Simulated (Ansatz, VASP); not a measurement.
Al in VASP and in Ansatz

Contents of INCAR:

```
ALGO = Normal
DIPOL = 0.5 0.5 0.287
EDIFF = 1E-6
ENCUT = 400
GGA = CA
GGA_COMPAT = False
IDIPOL = 3
ISIF = 2
ISMEAR = 0
LASPH = True
LCHARG = False
LDIPOL = True
LREAL = False
LWAVE = False
NBANDS = 12
NELM = 120
NELMDL = -8
PREC = Accurate
SIGMA = 0.1
```

KPOINTS

```
k-points
0
Gamma
  9 9 1
```

The input POSCAR:

```
Al
1.0
    2.8168432364      0.0000000000      0.0000000000
    0.0000000000      2.8168432364      0.0000000000
    0.0000000000      0.0000000000     21.1042970937
Al
3
Direct
    0.5000000000      0.5000000000      0.1895348602
    0.0000000000      0.0000000000      0.2867549192
    0.5000000000      0.5000000000      0.3840117042
```

Input for Ansatz:

```yaml
crystal:
  lattice:
    - [2.8168432364, 0.0, 0.0]
    - [0.0, 2.8168432364, 0.0]
    - [0.0, 0.0, 21.1042970937]
  atoms:
    - { symbol: Al, position: [0.5, 0.5, 0.1895348602] }
    - { symbol: Al, position: [0.0, 0.0, 0.2867549192] }
    - { symbol: Al, position: [0.5, 0.5, 0.3840117042] }
basis:
  ecutwfc: 420
kpoints:
  mp_grid: { grid: [9, 9, 1] }
hamiltonian:
  xc: lda
scf:
  occupations: { method: gaussian, width: 0.1 }
output:
  forces: true
  eigenvalues: true
efield:
  axis: 3
  dipole_correction: true
  ramp_width: 0.04
```

Alike in both runs: task single point; functional LDA; k mesh 9 × 9 × 1; occupations gaussian, width 0.1 eV; no spin polarisation.

|  | VASP | Ansatz |
| --- | --- | --- |
| version | VASP 6.6.1 | Ansatz 0.2.0 |
| potentials or method | VASP PAW LDA potentials, release 64 (Al), cutoff 400 eV | scalar-relativistic, plane waves, PAW |
| valence electrons in the cell | 9 | 9 |

|  | VASP | Ansatz | Ansatz less VASP |
| --- | --- | --- | --- |
| gap on the k mesh at the Fermi level (eV) | none | none | - |
| rms of the force components (eV/Å) | 0.065 | 0.063 | -0.0017 |

LDA's correlation is that of Perdew and Zunger in VASP and of Perdew and Wang (1992) in Ansatz. Atom by atom the forces differ by 0.002 eV/Å (rms over components). A gap of «none» marks a metal or a gap that the smearing closes.
